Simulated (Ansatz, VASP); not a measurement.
H2CS3: VASP beside Ansatz

```xyz
36
Lattice="9.1577 0.0000 0.0000 0.0000 9.1577 0.0000 0.0000 0.0000 9.1577" Properties=species:S:1:pos:R:3 pbc="T T T"
S     2.5737    3.3636    5.6849
S     0.6710    0.9291    4.0130
S     8.0050    4.4590    1.6997
S     8.5015    2.8875    7.2391
S     4.9554    2.7403    8.3563
S     3.7969    8.3539    6.0885
S     4.8121    6.9077    9.7062
S     6.9854    6.5788    7.4915
S     6.4710    1.8311    4.4378
S     4.1501    0.9203    2.5463
S     2.1772    6.7500    2.7933
S     2.6560    3.8754    1.6611
S     7.0117    7.5437    3.6045
S     5.2875    5.0701    4.4182
S    -0.9662    0.0602    9.7659
S     1.9653    0.6314    8.8523
S     1.7210    6.1186    8.3593
S     0.5085    6.6426    5.5259
H     2.1519    3.8571    4.4954
H     3.1572    2.3065    5.0738
H     0.2306    0.1916    2.9584
H     0.7840    2.0345    3.2402
H     8.4747    5.6395    1.2203
H     8.4651    3.7886    0.6090
H     9.0191    4.0324    6.7293
H     7.3648    3.5065    7.6649
H     4.4582    3.9887    8.1965
H     5.0900    2.5778    7.0130
H     2.8871    9.0527    5.3641
H     4.8284    9.0935    5.6050
C     5.8869    6.7400    8.5887
C     5.3137    1.3864    3.4793
C     2.4107    5.3119    2.2304
C     6.1516    6.2969    4.0028
C     0.5079    0.3449    9.3193
C     1.1176    6.3904    6.9462
```

Alike in both runs: functional PBE; dispersion D3(BJ); k mesh 1 × 1 × 1; occupations fermi-dirac, width 0.05 eV; no spin polarisation.

Ansatz relaxed the structure, and its values are those at the end. VASP's run is a single point on that final structure, the one shown.

|  | VASP | Ansatz |
| --- | --- | --- |
| version | VASP 6.6.1 | Ansatz 0.2.0 |
| potentials or method | VASP PAW PBE potentials, release 64 (S, H_h, C_h), cutoff 1000 eV | scalar-relativistic, plane waves, PAW |
| valence electrons in the cell | 144 | 144 |

```tsv
	VASP	Ansatz	Ansatz less VASP
rms of the force components (eV/Å)	0.149	0.062	-0.0862
```
